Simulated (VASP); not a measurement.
Pb: single point with PBEsol

Pb:

```
CELL_PARAMETERS angstrom
0.00000 2.50759 2.50759
2.50759 0.00000 2.50759
2.50759 2.50759 0.00000
ATOMIC_POSITIONS crystal
Pb 0.00000 0.00000 0.00000
```

* Program: VASP 6.6.1
* Task: single point
* Functional: PBEsol
* Potentials or basis: VASP PAW PBE potentials, release 64 (Pb_d)
* Cutoff: 520 eV
* k mesh: 9 × 9 × 9
* Occupations: fermi-dirac, width 0.05 eV
* Spin: non-collinear spin, zero start, spin-orbit coupling
* Starting moments: [[0.0, 0.0, 0.0]] μB

```
Pressure                                              : -2.2 GPa
Net moment                                            : 0.00 μB per cell
Valence electrons inside the program's atomic spheres : Pb 11.93
```

Moments on the atoms (μB; x, y, z):
```
Pb  0.00 0.00 0.00
```

It took 2.4 min on 1 thread of Intel Xeon 8259CL (shared host), peak memory 0.23 GiB.

Caveat: the PAW data sets were made with another functional, which shifts forces and pressure a little.
